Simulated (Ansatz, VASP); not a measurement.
# One calculation of In, two programs

```
In
1.0
     2.97068    0.00000    0.00000
     0.00000    2.97068    0.00000
     0.00000    0.00000    2.97068
In
1
Direct
  0.00000 0.00000 0.00000
```

Alike in both runs: task single point; functional LDA; k mesh 14 × 14 × 14; occupations fermi-dirac, width 0.05 eV; no spin polarisation.

|  | VASP | Ansatz |
| --- | --- | --- |
| version | VASP 6.6.1 | Ansatz 0.2.0 |
| potentials or method | VASP PAW LDA potentials, release 64 (In_d), cutoff 520 eV | all-electron LAPW, scalar-relativistic |

|  | VASP | Ansatz | Ansatz less VASP |
| --- | --- | --- | --- |
| pressure (GPa) | 0.1 | 0.0 | -0.05 |

LDA's correlation is that of Perdew and Zunger in VASP and of Perdew and Wang (1992) in Ansatz. Ansatz ran all-electron here, and VASP with PAW potentials.
